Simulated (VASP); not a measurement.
The system is Na.

```
Na
1.0
    -2.02872    2.02872    2.02872
     2.02872   -2.02872    2.02872
     2.02872    2.02872   -2.02872
Na
1
Direct
  0.00000 0.00000 0.00000
```

Base run:

- Program: VASP 6.6.1
- Functional: LDA
- Potentials or basis: VASP PAW LDA potentials, release 64 (Na_pv)
- Cutoff: 520 eV
- k mesh: 7 × 7 × 7
- Occupations: fermi-dirac, width 0.1 eV
- Spin: no spin polarisation

Its results: pressure 0.0 GPa.

Q: The run is repeated on the same cell with these changes: k mesh from 7 × 7 × 7 to 2 × 2 × 2. What comes out?

A: Pressure 2.3 GPa.

Caveats: some runs use coarse meshes.
